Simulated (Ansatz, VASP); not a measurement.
# One calculation of SiC, two programs

```xyz
2
Lattice="0.0000 1.8407 1.8407 1.8407 0.0000 1.8407 1.8407 1.8407 0.0000" Properties=species:S:1:pos:R:3 pbc="T T T"
C     0.0000    0.0000    0.0000
Si    1.8407    1.8407    1.8407
```

Alike in both runs: task single point; functional PBEsol; k mesh 20 × 20 × 20; occupations gaussian, width 0.05 eV; no spin polarisation.

|  | VASP | Ansatz |
| --- | --- | --- |
| version | VASP 6.6.1 | Ansatz 0.2.0 |
| potentials or method | VASP PAW PBE potentials, release 64 (C, Si), cutoff 520 eV | scalar-relativistic, plane waves, PAW |
| valence electrons in the cell | 8 | 8 |

|  | VASP | Ansatz | Ansatz less VASP |
| --- | --- | --- | --- |
| gap on the k mesh at the Fermi level (eV) | 0.92 | 0.94 | +0.029 |
| least direct gap on the mesh (eV) | 6.48 | 6.50 | +0.018 |

VASP's potentials were made for PBE, not for PBEsol. With one functional, cell and mesh, what is left measures potentials, basis and numerics.
